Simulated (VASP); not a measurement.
# Si3N4 (P6_3/m) in VASP: a series of runs

Runs on Si3N4. Level: PBE. Tasks: single point.

Program: VASP 6.6.1. These are calculated values, not measurements. Logs are shortened: lines on timing, memory, paths and dates and some standing lists are left out, and cuts for length are marked.

### 1 The cell of the first run

Symmetry: P6_3/m, No. 176, hexagonal system. Conventional cell: a = 7.617 Å, b = 7.617 Å, c = 2.913 Å, α = 90.00°, β = 90.00°, γ = 120.00°. Within 2.3 Å of Si (site symmetry m) lie 4 N at 1.73 to 1.74 Å. N (site symmetry -6) has 3 Si at 1.73 Å within 2.3 Å. Within 2.3 Å of N (site symmetry m) lie 3 Si at 1.74 Å.

### 2 Single point, PBE

INCAR reads:

```
SYSTEM = Si3N4
PREC = Accurate
ENCUT = 520
EDIFF = 1E-6
ISMEAR = -1
SIGMA = 0.02
LREAL = .FALSE.
LASPH = .TRUE.
NELM = 100
ALGO = Normal
ISIF = 2
LWAVE = .FALSE.
LCHARG = .FALSE.
GGA = PE
NBANDS = 45
```

KPOINTS reads:

```
Automatic mesh
0
G
  4 4 9
  0 0 0
```

POSCAR reads:

```
Si3N4
1.0
    7.6170000000      0.0000000000      0.0000000000
   -3.8085000000      6.5965155006      0.0000000000
    0.0000000000      0.0000000000      2.9134000000
Si N
6 8
Direct
    0.1740483637      0.7679428862      0.2500000000
    0.4061054775      0.1740483637      0.7500000000
    0.2320571138      0.4061054775      0.2500000000
    0.8259516363      0.2320571138      0.7500000000
    0.5938945225      0.8259516363      0.2500000000
    0.7679428862      0.5938945225      0.7500000000
    0.3333333333      0.6666666667      0.2500000000
    0.6666666667      0.3333333333      0.7500000000
    0.3297879500      0.0300001254      0.2500000000
    0.2997878246      0.3297879500      0.7500000000
    0.9699998746      0.2997878246      0.2500000000
    0.6702120500      0.9699998746      0.7500000000
    0.7002121754      0.6702120500      0.2500000000
    0.0300001254      0.7002121754      0.7500000000
```

Potentials or basis: VASP PAW PBE potentials, release 64 (Si, N).

The run is started by

```bash
cat potpaw_PBE.64/Si/POTCAR potpaw_PBE.64/N/POTCAR > POTCAR
mpirun -np 1 vasp_std > vasp.out
```

OUTCAR:

```text
SYSTEM = Si3N4
   PREC = Accurate
   ENCUT = 520
   EDIFF = 1E-6
   ISMEAR = -1
   LREAL = .FALSE.
   LASPH = .TRUE.
   NELM = 100
   ISIF = 2
   GGA = PE

 ion  position               nearest neighbor table
   1  0.174  0.768  0.250-   7 1.73   9 1.74  14 1.74  14 1.74   3 3.00   5 3.00   2 3.06   2 3.06
                             6 3.06   6 3.06
   2  0.406  0.174  0.750-   8 1.73  10 1.74   9 1.74   9 1.74   6 3.00   4 3.00   1 3.06   1 3.06
                             3 3.06   3 3.06
   3  0.232  0.406  0.250-   7 1.73  11 1.74  10 1.74  10 1.74   5 3.00   1 3.00   2 3.06   2 3.06
                             4 3.06   4 3.06
   4  0.826  0.232  0.750-   8 1.73  12 1.74  11 1.74  11 1.74   6 3.00   2 3.00   5 3.06   5 3.06
                             3 3.06   3 3.06
   5  0.594  0.826  0.250-   7 1.73  13 1.74  12 1.74  12 1.74   3 3.00   1 3.00   4 3.06   4 3.06
                             6 3.06   6 3.06
   6  0.768  0.594  0.750-   8 1.73  14 1.74  13 1.74  13 1.74   2 3.00   4 3.00   5 3.06   5 3.06
                             1 3.06   1 3.06
   7  0.333  0.667  0.250-   1 1.73   5 1.73   3 1.73
   8  0.667  0.333  0.750-   4 1.73   2 1.73   6 1.73
   9  0.330  0.030  0.250-   1 1.74   2 1.74   2 1.74
  10  0.300  0.330  0.750-   2 1.74   3 1.74   3 1.74
  11  0.970  0.300  0.250-   3 1.74   4 1.74   4 1.74
  12  0.670  0.970  0.750-   4 1.74   5 1.74   5 1.74
  13  0.700  0.670  0.250-   5 1.74   6 1.74   6 1.74
  14  0.030  0.700  0.750-   6 1.74   1 1.74   1 1.74

  LATTYP: Found a hexagonal cell.
 ALAT       =     7.6170000000
 C/A-ratio  =     0.3824865433

  Lattice vectors:

 A1 = (   7.6170000000,   0.0000000000,   0.0000000000)
 A2 = (  -3.8085000000,   6.5965155006,   0.0000000000)
 A3 = (   0.0000000000,   0.0000000000,   2.9134000000)

Analysis of symmetry for initial positions (statically):
=====================================================================
 Subroutine PRICEL returns:
 Original cell was already a primitive cell.

 Routine SETGRP: Setting up the symmetry group for a
 hexagonal supercell.

 Subroutine GETGRP returns: Found 12 space group operations
 (whereof  6 operations were pure point group operations)
 out of a pool of 24 trial point group operations.

The static configuration has the point symmetry S_6 .
 The point group associated with its full space group is C_6h.

Analysis of symmetry for dynamics (positions and initial velocities):
=====================================================================
 Subroutine PRICEL returns:
 Original cell was already a primitive cell.

 Routine SETGRP: Setting up the symmetry group for a
 hexagonal supercell.

 Subroutine GETGRP returns: Found 12 space group operations
 (whereof  6 operations were pure point group operations)
 out of a pool of 24 trial point group operations.

The dynamic configuration has the point symmetry S_6 .
 The point group associated with its full space group is C_6h.

 Subroutine INISYM returns: Found 12 space group operations
 (whereof  6 operations are pure point group operations),
 and found     1 'primitive' translations

----------------------------------------------------------------------------------------

                                     Primitive cell

  volume of cell :     146.3857

  direct lattice vectors                    reciprocal lattice vectors
     7.617000000  0.000000000  0.000000000     0.131285283  0.075797593  0.000000000
    -3.808500000  6.596515501  0.000000000     0.000000000  0.151595187  0.000000000
     0.000000000  0.000000000  2.913400000     0.000000000  0.000000000  0.343241573

  length of vectors
     7.617000000  7.617000000  2.913400000     0.151595187  0.151595187  0.343241573

  position of ions in fractional coordinates (direct lattice)
     0.174048364  0.767942886  0.250000000
     0.406105477  0.174048364  0.750000000
     0.232057114  0.406105477  0.250000000
     0.825951636  0.232057114  0.750000000
     0.593894523  0.825951636  0.250000000
     0.767942886  0.593894523  0.750000000
     0.333333333  0.666666667  0.250000000
     0.666666667  0.333333333  0.750000000
     0.329787950  0.030000125  0.250000000
     0.299787825  0.329787950  0.750000000
     0.969999875  0.299787825  0.250000000
     0.670212050  0.969999875  0.750000000
     0.700212175  0.670212050  0.250000000
     0.030000125  0.700212175  0.750000000

  ion indices of the primitive-cell ions
   primitive index   ion index
                 1           1
                 2           2
                 3           3
                 4           4
                 5           5
                 6           6
                 7           7
                 8           8
                 9           9
                10          10
                11          11
                12          12
                13          13
                14          14

----------------------------------------------------------------------------------------

 KPOINTS: Automatic mesh

Automatic generation of k-mesh.
 Grid dimensions read from file:
 generate k-points for:    4    4    9

 Generating k-lattice:

  Cartesian coordinates                     Fractional coordinates (reciprocal lattice)
     0.032821321  0.018949398  0.000000000     0.250000000  0.000000000  0.000000000
     0.000000000  0.037898797  0.000000000     0.000000000  0.250000000  0.000000000
     0.000000000  0.000000000  0.038137953     0.000000000  0.000000000  0.111111111

  Length of vectors
     0.037898797  0.037898797  0.038137953

  Shift w.r.t. Gamma in fractional coordinates (k-lattice)
     0.000000000  0.000000000  0.000000000

 Subroutine IBZKPT returns following result:
 ===========================================

 Found     20 irreducible k-points:

 Following reciprocal coordinates:
            Coordinates               Weight
  0.000000  0.000000  0.000000      1.000000
  0.250000  0.000000  0.000000      6.000000
  0.500000  0.000000  0.000000      3.000000
  0.250000  0.250000  0.000000      6.000000
  0.000000  0.000000  0.111111      2.000000
  0.250000  0.000000  0.111111     12.000000
[... 12 lines left out ...]
  0.500000  0.000000  0.444444      6.000000
  0.250000  0.250000  0.444444     12.000000
   k-points           NKPTS =     20   k-points in BZ     NKDIM =     20   number of bands    NBANDS=     45
   number of dos      NEDOS =    301   number of ions     NIONS =     14
   total plane-waves  NPLWV =  86400
   dimension x,y,z NGX =    60 NGY =   60 NGZ =   24
   dimension x,y,z NGXF=   120 NGYF=  120 NGZF=   48
   ions per type =               6   8
   NGX,Y,Z   is equivalent  to a cutoff of  13.10, 13.10, 13.70 a.u.
   NGXF,Y,Z  is equivalent  to a cutoff of  26.19, 26.19, 27.39 a.u.
 SYSTEM =  Si3N4
   PREC   = accura    normal or accurate (medium, high low for compatibility)
   ISTART =      0    job   : 0-new  1-cont  2-samecut
   ICHARG =      2    charge: 1-file 2-atom 10-const
   ISPIN  =      1    spin polarized calculation?
   LNONCOLLINEAR =      F non collinear calculations
   LSORBIT =      F    spin-orbit coupling
   LASPH  =      T    aspherical Exc in radial PAW
   ENCUT  =  520.0 eV  38.22 Ry    6.18 a.u.  14.16 14.16  5.42*2*pi/ulx,y,z
   NELM   =    100;   NELMIN=  2; NELMDL= -5     # of ELM steps
   EDIFF  = 0.1E-05   stopping-criterion for ELM
   LREAL  =      F    real-space projection
   EDIFFG = 0.1E-04   stopping-criterion for IOM
   NSW    =      0    number of steps for IOM
   IBRION =     -1    ionic relax: 0-MD 1-quasi-New 2-CG
   NFREE  =      0    steps in history (QN), initial steepest desc. (CG)
   ISIF   =      2    stress and relaxation
   ISYM   =      2    0-nonsym 1-usesym 2-fastsym
   POTIM  = 0.5000    time-step for ionic-motion
   TEBEG  =    0.0;   TEEND  =   0.0 temperature during run
   PSTRESS=    0.0 pullay stress
   NELECT =      64.0000    total number of electrons
   NUPDOWN=      -1.0000    fix difference up-down
   EMIN   =  10.00;   EMAX   =-10.00  energy-range for DOS
   EFERMI =   0.00;   METHOD = LEGACY
   ISMEAR =    -1;   SIGMA  =   0.02  broadening in eV -4-tet -1-fermi 0-gaus
   EFERMI_NEDOS =   21; number of points for ismear=-14 and -15
   IALGO  =     38    algorithm
   IMIX   =      4    mixing-type and parameters
     AMIX     =   0.40;   BMIX     =  1.00
     AMIX_MAG =   1.60;   BMIX_MAG =  1.00
  volume/ion in A,a.u.               =      10.46        70.56
  Fermi-wavevector in a.u.,A,eV,Ry     =   1.242516  2.348014 21.005295  1.543846
  Thomas-Fermi vector in A             =   2.376867
   LORBIT       =      0    0 simple, 1 ext, 2 COOP (PROOUT), +10 PAW based schemes
   GGA     = PE    functional components
   LHFCALC =     F    Hartree Fock is set to
   AEXX    =    0.0000 exact exchange contribution
   IVDW    =     0    specifies the selected vdW correction
   LEPSILON=     F    determine dielectric tensor
   LRPA    =     F    only Hartree local field effects (RPA)
 non-spin polarized calculation
  energy-cutoff  :      520.00
  volume of cell :      146.39
 maximum number of plane-waves:      3971
 NGX is ok and might be reduce to    60
   NGX = 29   NGY = 29   NGZ = 11

 number of electron      63.9999993 magnetization

 Free energy of the ion-electron system (eV)
  ---------------------------------------------------
  ext. energy  EPLUGINS =         0.00000000
  ---------------------------------------------------
  free energy    TOTEN  =      -114.51630618 eV

  energy without entropy =     -114.51630618  energy(sigma->0) =     -114.51630618

 E-fermi :   7.1478     XC(G=0): -10.7834

 val. band max:        6.6886482206   @ k =   0.0000   0.0000   0.2222
 cond. band min:      11.0005639356   @ k =   0.0000   0.0000   0.0000
 fundamental gap:      4.3119157151
 Fermi energy:         7.1477840389

 k-point     1 :       0.0000    0.0000    0.0000
  band No.  band energies     occupation
      1     -11.4727      2.00000
      2     -10.0193      2.00000
      3     -10.0193      2.00000
      4      -9.3803      2.00000
      5      -9.2489      2.00000
      6      -9.2489      2.00000
[... 36 lines left out ...]
     43      15.3839      0.00000
     44      16.2185      0.00000

 k-point     2 :       0.2500    0.0000    0.0000
  band No.  band energies     occupation
      1     -11.3385      2.00000
      2     -10.3569      2.00000
      3     -10.1151      2.00000
      4      -9.7111      2.00000
      5      -9.0396      2.00000
      6      -8.6292      2.00000
[... 36 lines left out ...]
     43      15.1744      0.00000
     44      15.6563      0.00000

 k-point     3 :       0.5000    0.0000    0.0000
  band No.  band energies     occupation
      1     -11.0172      2.00000
      2     -10.8599      2.00000
      3     -10.1874      2.00000
      4      -9.7614      2.00000
      5      -8.8107      2.00000
      6      -8.3346      2.00000
[... 788 lines left out ...]
     43      14.1161      0.00000
     44      14.3334      0.00000

 k-point    20 :       0.2500    0.2500    0.4444
  band No.  band energies     occupation
      1      -9.2131      2.00000
      2      -8.9852      2.00000
      3      -8.6650      2.00000
      4      -8.3884      2.00000
      5      -8.2582      2.00000
      6      -8.1250      2.00000
[... 36 lines left out ...]
     43      14.3329      0.00000
     44      14.4594      0.00000
 [bands above 44 left out]

------------------------ aborting loop because EDIFF is reached ----------------------------------------

  FORCE on cell =-STRESS in cart. coord.  units (eV):
  Direction    XX          YY          ZZ          XY          YZ          ZX
  --------------------------------------------------------------------------------------
  -------------------------------------------------------------------------------------
  Total        3.5381341      3.5381341      3.1203044      0.0000000      0.0000000      0.0000000
  in kB       38.7245352     38.7245352     34.1514299      0.0000005      0.0000000      0.0000000
  external PRESSURE =      37.2001668 kB  Pullay stress =       0.0000000 kB

 VOLUME and BASIS-vectors are now :
 -----------------------------------------------------------------------------
  energy-cutoff  :      520.00
  volume of cell :      146.39
      direct lattice vectors                 reciprocal lattice vectors
     7.617000000  0.000000000  0.000000000     0.131285283  0.075797593  0.000000000
    -3.808500000  6.596515501  0.000000000     0.000000000  0.151595187  0.000000000
     0.000000000  0.000000000  2.913400000     0.000000000  0.000000000  0.343241573

 POSITION                                       TOTAL-FORCE (eV/Angst)
 -----------------------------------------------------------------------------------
     -1.59898      5.06575      0.72835         0.001984      0.003396     -0.000000
      2.43044      1.14811      2.18505        -0.001949      0.003416      0.000000
      0.22093      2.67888      0.72835        -0.003933      0.000021      0.000000
      5.40748      1.53077      2.18505        -0.001984     -0.003396     -0.000000
      1.37806      5.44840      0.72835         0.001949     -0.003416     -0.000000
      3.58757      3.91763      2.18505         0.003933     -0.000021      0.000000
     -0.00000      4.39768      0.72835        -0.000000     -0.000000     -0.000000
      3.80850      2.19884      2.18505        -0.000000     -0.000000      0.000000
      2.39774      0.19790      0.72835        -0.002368     -0.003133      0.000000
      1.02749      2.17545      2.18505         0.001529     -0.003618     -0.000000
      6.24675      1.97756      0.72835         0.003897     -0.000485      0.000000
      1.41076      6.39862      2.18505         0.002368      0.003133      0.000000
      2.78101      4.42106      0.72835        -0.001529      0.003618     -0.000000
     -2.43825      4.61896      2.18505        -0.003897      0.000485     -0.000000
 -----------------------------------------------------------------------------------
    total drift:                                0.000000     -0.000000      0.000000

  FREE ENERGIE OF THE ION-ELECTRON SYSTEM (eV)
  ---------------------------------------------------
  free  energy   TOTEN  =      -114.5163061842 eV

  energy  without entropy=     -114.5163061842  energy(sigma->0) =     -114.51630618
```

Run time: 98 s. Hardware: 1 thread of Intel Xeon Platinum 8559C (Emerald Rapids), shared host; peak memory 0.31 GiB.

What came out:

```yaml
Free_energy: -114.5163 eV
Pressure: 3.7 GPa
Largest_force: 0.004 eV/Å
Band_gap_on_the_k_mesh: 4.31 eV, indirect (least direct gap 4.49 eV)
```

Forces in eV/Å, atoms in the order of the input:
```
Si   0.002  0.003  0.000
Si  -0.002  0.003  0.000
Si  -0.004  0.000  0.000
Si  -0.002 -0.003  0.000
Si   0.002 -0.003  0.000
Si   0.004  0.000  0.000
N    0.000  0.000  0.000
N    0.000  0.000  0.000
N   -0.002 -0.003  0.000
N    0.002 -0.004  0.000
N    0.004  0.000  0.000
N    0.002  0.003  0.000
N   -0.002  0.004  0.000
N   -0.004  0.000  0.000
```

Levels at points of the mesh, in eV from the valence-band top:
| k point | band 29 | band 30 | band 31 | band 32 | band 33 | band 34 | band 35 | band 36 |
| --- | --- | --- | --- | --- | --- | --- | --- | --- |
| (0.00, 0.00, 0.00) | -1.26 | -0.44 | -0.36 | -0.18 | 4.31 | 4.74 | 4.88 | 4.88 |
| (0.50, 0.00, 0.00) | -1.33 | -0.75 | -0.31 | -0.24 | 4.62 | 4.70 | 4.86 | 5.27 |

A k mesh can miss the band edges.

(Part 1 of 2 ends here.)
